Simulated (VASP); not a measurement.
# PbO (P4/nmm) in VASP: further runs

The runs below take PbO through single point, electric field gradients, with LDA.

All numbers are computed with VASP 6.6.1; they aren't measurements. Logs are shortened: lines on timing, memory, paths and dates and some standing lists are left out, and cuts for length are marked.

## Step 1: The cell of the first run

The structure is tetragonal, space group P4/nmm (No. 129). The conventional cell has a = 3.974 Å, b = 3.974 Å, c = 5.022 Å, α = 90.00°, β = 90.00°, γ = 90.00°. Within 3.1 Å of Pb (site symmetry 4mm) lie 4 O at 2.31 Å. O (site symmetry -4m2) has 4 Pb at 2.31 Å and 4 O at 2.81 Å within 3.1 Å.

## Step 2: Single point, LDA

The input, POSCAR:

```
PbO
1.0
    3.9744000000      0.0000000000      0.0000000000
    0.0000000000      3.9744000000      0.0000000000
    0.0000000000      0.0000000000      5.0220000000
Pb O
2 2
Direct
    0.0000000000      0.5000000000      0.2351000000
    0.5000000000      0.0000000000      0.7649000000
    0.0000000000      0.0000000000      0.0000000000
    0.5000000000      0.5000000000      0.0000000000
```

The input, INCAR.step1:

```
ALGO = Normal
EDIFF = 1E-6
ENCUT = 520
ISIF = 2
ISMEAR = -1
LASPH = True
LCHARG = True
LREAL = False
LWAVE = False
NBANDS = 28
NELM = 80
PREC = Accurate
SIGMA = 0.03
```

The input, KPOINTS.step1:

```
k-points
0
Gamma
  7 7 6
```

The input, INCAR.step2:

```
ALGO = Normal
EDIFF = 1E-6
ENCUT = 520
ICHARG = 11
ISIF = 2
ISMEAR = -5
LASPH = True
LCHARG = False
LORBIT = 11
LREAL = False
LWAVE = False
NBANDS = 28
NEDOS = 1001
NELM = 80
PREC = Accurate
SIGMA = 0.03
```

The input, KPOINTS.step2:

```
k-points
0
Gamma
  11 11 9
```

Potentials or basis: VASP PAW LDA potentials, release 64 (Pb_d, O).

On the command line:

```sh
cat potpaw_LDA.64/Pb_d/POTCAR potpaw_LDA.64/O/POTCAR > POTCAR
cp INCAR.step1 INCAR
cp KPOINTS.step1 KPOINTS
mpirun -np 1 vasp_std > vasp.out
cp INCAR.step2 INCAR
cp KPOINTS.step2 KPOINTS
mpirun -np 1 vasp_std > vasp.out
```

OUTCAR:

```text
EDIFF = 1E-6
   ENCUT = 520
   ICHARG = 11
   ISIF = 2
   ISMEAR = -5
   LASPH = True
   LORBIT = 11
   LREAL = False
   NELM = 80
   PREC = Accurate

 ion  position               nearest neighbor table
   1  0.000  0.500  0.235-   3 2.31   4 2.31   3 2.31   4 2.31   2 3.67   2 3.67   2 3.67   2 3.67
                             2 3.87   2 3.87   2 3.87   2 3.87
   2  0.500  0.000  0.765-   3 2.31   4 2.31   4 2.31   3 2.31   1 3.67   1 3.67   1 3.67   1 3.67
                             1 3.87   1 3.87   1 3.87   1 3.87
   3  0.000  0.000  0.000-   1 2.31   2 2.31   1 2.31   2 2.31
   4  0.500  0.500  0.000-   1 2.31   2 2.31   2 2.31   1 2.31

  LATTYP: Found a simple tetragonal cell.
 ALAT       =     3.9744000000
 C/A-ratio  =     1.2635869565

  Lattice vectors:

 A1 = (   3.9744000000,   0.0000000000,   0.0000000000)
 A2 = (   0.0000000000,   3.9744000000,   0.0000000000)
 A3 = (   0.0000000000,   0.0000000000,   5.0220000000)

Analysis of symmetry for initial positions (statically):
=====================================================================
 Subroutine PRICEL returns:
 Original cell was already a primitive cell.

 Routine SETGRP: Setting up the symmetry group for a
 simple tetragonal supercell.

 Subroutine GETGRP returns: Found 16 space group operations
 (whereof  8 operations were pure point group operations)
 out of a pool of 16 trial point group operations.

The static configuration has the point symmetry D_2d.
 The point group associated with its full space group is D_4h.

Analysis of symmetry for dynamics (positions and initial velocities):
=====================================================================
 Subroutine PRICEL returns:
 Original cell was already a primitive cell.

 Routine SETGRP: Setting up the symmetry group for a
 simple tetragonal supercell.

 Subroutine GETGRP returns: Found 16 space group operations
 (whereof  8 operations were pure point group operations)
 out of a pool of 16 trial point group operations.

The dynamic configuration has the point symmetry D_2d.
 The point group associated with its full space group is D_4h.

 Subroutine INISYM returns: Found 16 space group operations
 (whereof  8 operations are pure point group operations),
 and found     1 'primitive' translations

----------------------------------------------------------------------------------------

                                     Primitive cell

  volume of cell :      79.3268

  direct lattice vectors                    reciprocal lattice vectors
     3.974400000  0.000000000  0.000000000     0.251610306  0.000000000  0.000000000
     0.000000000  3.974400000  0.000000000     0.000000000  0.251610306  0.000000000
     0.000000000  0.000000000  5.022000000     0.000000000  0.000000000  0.199123855

  length of vectors
     3.974400000  3.974400000  5.022000000     0.251610306  0.251610306  0.199123855

  position of ions in fractional coordinates (direct lattice)
     0.000000000  0.500000000  0.235100000
     0.500000000  0.000000000  0.764900000
     0.000000000  0.000000000  0.000000000
     0.500000000  0.500000000  0.000000000

  ion indices of the primitive-cell ions
   primitive index   ion index
                 1           1
                 2           2
                 3           3
                 4           4

----------------------------------------------------------------------------------------

 KPOINTS: k-points

Automatic generation of k-mesh.
 Grid dimensions read from file:
 generate k-points for:   11   11    9

 Generating k-lattice:

  Cartesian coordinates                     Fractional coordinates (reciprocal lattice)
     0.022873664  0.000000000  0.000000000     0.090909091  0.000000000  0.000000000
     0.000000000  0.022873664  0.000000000     0.000000000  0.090909091  0.000000000
     0.000000000  0.000000000  0.022124873     0.000000000  0.000000000  0.111111111

  Length of vectors
     0.022873664  0.022873664  0.022124873

  Shift w.r.t. Gamma in fractional coordinates (k-lattice)
     0.000000000  0.000000000  0.000000000

 TETIRR: Found   1613 inequivalent tetrahedra from     6534

 Subroutine IBZKPT returns following result:
 ===========================================

 Found    105 irreducible k-points:

 Following reciprocal coordinates:
            Coordinates               Weight
  0.000000  0.000000  0.000000      1.000000
  0.090909  0.000000  0.000000      4.000000
  0.181818  0.000000  0.000000      4.000000
  0.272727  0.000000  0.000000      4.000000
  0.363636  0.000000  0.000000      4.000000
  0.454545  0.000000  0.000000      4.000000
[... 16 lines left out ...]
  0.090909  0.000000  0.111111      8.000000
  0.181818  0.000000  0.111111      8.000000
 [... further k-points ...]
   k-points           NKPTS =    105   k-points in BZ     NKDIM =    105   number of bands    NBANDS=     28
   number of dos      NEDOS =   1001   number of ions     NIONS =      4
   total plane-waves  NPLWV =  36000
   dimension x,y,z NGX =    30 NGY =   30 NGZ =   40
   dimension x,y,z NGXF=    60 NGYF=   60 NGZF=   80
   ions per type =               2   2
   NGX,Y,Z   is equivalent  to a cutoff of  12.55, 12.55, 13.24 a.u.
   NGXF,Y,Z  is equivalent  to a cutoff of  25.10, 25.10, 26.48 a.u.
 SYSTEM =  unknown system
   PREC   = accura    normal or accurate (medium, high low for compatibility)
   ISTART =      0    job   : 0-new  1-cont  2-samecut
   ICHARG =     11    charge: 1-file 2-atom 10-const
   ISPIN  =      1    spin polarized calculation?
   LNONCOLLINEAR =      F non collinear calculations
   LSORBIT =      F    spin-orbit coupling
   LASPH  =      T    aspherical Exc in radial PAW
   ENCUT  =  520.0 eV  38.22 Ry    6.18 a.u.   7.39  7.39  9.34*2*pi/ulx,y,z
   NELM   =     80;   NELMIN=  2; NELMDL=  0     # of ELM steps
   EDIFF  = 0.1E-05   stopping-criterion for ELM
   LREAL  =      F    real-space projection
[... 7 lines left out ...]
   TEBEG  =    0.0;   TEEND  =   0.0 temperature during run
   PSTRESS=    0.0 pullay stress
   NELECT =      40.0000    total number of electrons
   NUPDOWN=      -1.0000    fix difference up-down
   EMIN   =  10.00;   EMAX   =-10.00  energy-range for DOS
   EFERMI =   0.00;   METHOD = LEGACY
   ISMEAR =    -5;   SIGMA  =   0.03  broadening in eV -4-tet -1-fermi 0-gaus
   EFERMI_NEDOS =   21; number of points for ismear=-14 and -15
   IALGO  =     38    algorithm
   IMIX   =      4    mixing-type and parameters
     AMIX     =   0.40;   BMIX     =  1.00
     AMIX_MAG =   1.60;   BMIX_MAG =  1.00
  volume/ion in A,a.u.               =      19.83       133.83
  Fermi-wavevector in a.u.,A,eV,Ry     =   1.303031  2.462372 23.101207  1.697891
  Thomas-Fermi vector in A             =   2.434060
   LORBIT       =     11    0 simple, 1 ext, 2 COOP (PROOUT), +10 PAW based schemes
   GGA     = CA    functional components
   LHFCALC =     F    Hartree Fock is set to
   AEXX    =    0.0000 exact exchange contribution
   IVDW    =     0    specifies the selected vdW correction
   LEPSILON=     F    determine dielectric tensor
   LRPA    =     F    only Hartree local field effects (RPA)
 non-spin polarized calculation
 Fermi weights with tetrahedron method with Bloechl corrections
  energy-cutoff  :      520.00
  volume of cell :       79.33
 maximum number of plane-waves:      2171
 NGX is ok and might be reduce to    30

 number of electron      39.9999996 magnetization

 Free energy of the ion-electron system (eV)
  ---------------------------------------------------
  ext. energy  EPLUGINS =         0.00000000
  ---------------------------------------------------
  free energy    TOTEN  =       -24.39405130 eV

  energy without entropy =      -24.39405130  energy(sigma->0) =      -24.39405130

 E-fermi :   4.8675     XC(G=0): -10.2994

 val. band max:        4.8554832550   @ k =   0.0909   0.0909   0.0000
 cond. band min:       6.1473550408   @ k =   0.4545   0.4545   0.0000
 fundamental gap:      1.2918717858
 Fermi energy:         4.8674887450

 k-point     1 :       0.0000    0.0000    0.0000
  band No.  band energies     occupation
      1     -13.3674      2.00000
      2     -12.8481      2.00000
      3     -11.1089      2.00000
      4     -11.1089      2.00000
      5     -11.0363      2.00000
      6     -11.0298      2.00000
[... 20 lines left out ...]
     27      12.3226      0.00000
     28      12.8631      0.00000

 k-point     2 :       0.0909    0.0000    0.0000
  band No.  band energies     occupation
      1     -13.3488      2.00000
      2     -12.8530      2.00000
      3     -11.1047      2.00000
      4     -11.1037      2.00000
      5     -11.0299      2.00000
      6     -11.0249      2.00000
[... 20 lines left out ...]
     27      12.4898      0.00000
     28      13.4403      0.00000

 k-point     3 :       0.1818    0.0000    0.0000
  band No.  band energies     occupation
      1     -13.2973      2.00000
      2     -12.8687      2.00000
      3     -11.0928      2.00000
      4     -11.0886      2.00000
      5     -11.0111      2.00000
      6     -11.0091      2.00000
[... 20 lines left out ...]
     27      12.6587      0.00000
     28      14.6924      0.00000

 k-point     4 :       0.2727    0.0000    0.0000
  band No.  band energies     occupation
      1     -13.2245      2.00000
      2     -12.8976      2.00000
      3     -11.0744      2.00000
      4     -11.0658      2.00000
      5     -10.9901      2.00000
      6     -10.9812      2.00000
[... 20 lines left out ...]
     27      12.8866      0.00000
     28      15.9898      0.00000

 k-point     5 :       0.3636    0.0000    0.0000
  band No.  band energies     occupation
      1     -13.1439      2.00000
      2     -12.9406      2.00000
      3     -11.0515      2.00000
      4     -11.0397      2.00000
      5     -10.9841      2.00000
      6     -10.9787      2.00000
[... 20 lines left out ...]
     27      13.2028      0.00000
     28      15.2568      0.00000

 k-point     6 :       0.4545    0.0000    0.0000
  band No.  band energies     occupation
      1     -13.0662      2.00000
      2     -12.9974      2.00000
      3     -11.0265      2.00000
      4     -11.0146      2.00000
      5     -11.0017      2.00000
      6     -10.9944      2.00000
[... 463 lines left out ...]
      5     -10.9209      2.00000
      6     -10.9133      2.00000
[... 20 lines left out ...]
     27      13.2224      0.00000
     28      13.3124      0.00000

 k-point    22 :       0.0000    0.0000    0.1111
  band No.  band energies     occupation
      1     -13.3643      2.00000
      2     -12.8462      2.00000
      3     -11.1040      2.00000
      4     -11.1040      2.00000
      5     -11.0336      2.00000
      6     -11.0312      2.00000
[... 20 lines left out ...]
     27      12.1683      0.00000
     28      12.9366      0.00000

 k-point    23 :       0.0909    0.0000    0.1111
  band No.  band energies     occupation
      1     -13.3461      2.00000
      2     -12.8512      2.00000
      3     -11.1005      2.00000
      4     -11.0989      2.00000
      5     -11.0284      2.00000
      6     -11.0251      2.00000
[... 20 lines left out ...]
     27      12.4163      0.00000
     28      13.4642      0.00000

 k-point    24 :       0.1818    0.0000    0.1111
  band No.  band energies     occupation
      1     -13.2957      2.00000
      2     -12.8676      2.00000
      3     -11.0905      2.00000
      4     -11.0839      2.00000
      5     -11.0118      2.00000
      6     -11.0070      2.00000
[... 20 lines left out ...]
     27      12.7119      0.00000
     28      14.6626      0.00000

 [... further k-points ...]
[... 5 lines left out ...]
  --------------------------------------------------------------------------------------
  -------------------------------------------------------------------------------------
  Total       -0.8768544     -0.8768544     -0.6413798      0.0000000      0.0000000      0.0000000
  in kB      -17.7099862    -17.7099862    -12.9540628      0.0000000      0.0000000      0.0000000
  external PRESSURE =     -16.1246784 kB  Pullay stress =       0.0000000 kB

 VOLUME and BASIS-vectors are now :
 -----------------------------------------------------------------------------
  energy-cutoff  :      520.00
  volume of cell :       79.33
      direct lattice vectors                 reciprocal lattice vectors
     3.974400000  0.000000000  0.000000000     0.251610306  0.000000000  0.000000000
     0.000000000  3.974400000  0.000000000     0.000000000  0.251610306  0.000000000
     0.000000000  0.000000000  5.022000000     0.000000000  0.000000000  0.199123855

 POSITION                                       TOTAL-FORCE (eV/Angst)
 -----------------------------------------------------------------------------------
      0.00000      1.98720      1.18067         0.000000     -0.000000     -0.095486
      1.98720      0.00000      3.84133        -0.000000      0.000000      0.095486
      0.00000      0.00000      0.00000         0.000000     -0.000000      0.000000
      1.98720      1.98720      0.00000         0.000000      0.000000      0.000000
 -----------------------------------------------------------------------------------
    total drift:                                0.000000      0.000000     -0.000000

  FREE ENERGIE OF THE ION-ELECTRON SYSTEM (eV)
  ---------------------------------------------------
  free  energy   TOTEN  =       -24.3940513025 eV

  energy  without entropy=      -24.3940513025  energy(sigma->0) =      -24.39405130

 total charge

# of ion       s       p       d       tot
------------------------------------------
    1        1.372   0.641   9.878  11.892
    2        1.372   0.641   9.878  11.892
    3        1.568   3.376   0.000   4.943
    4        1.568   3.376   0.000   4.943
--------------------------------------------------
tot          5.880   8.033  19.757  33.670
```

Run time: 4.6 min. Hardware: 1 thread of Intel Xeon 8259CL, shared host; peak memory 0.3 GiB.

What came out:

```yaml
Valence_electrons_inside_the_program's_atomic_spheres: Pb 11.89; O 4.94
```

Caveat: spin-orbit coupling is left out, which moves the levels of the heavy elements.

(Continued in part 2 of 2.)
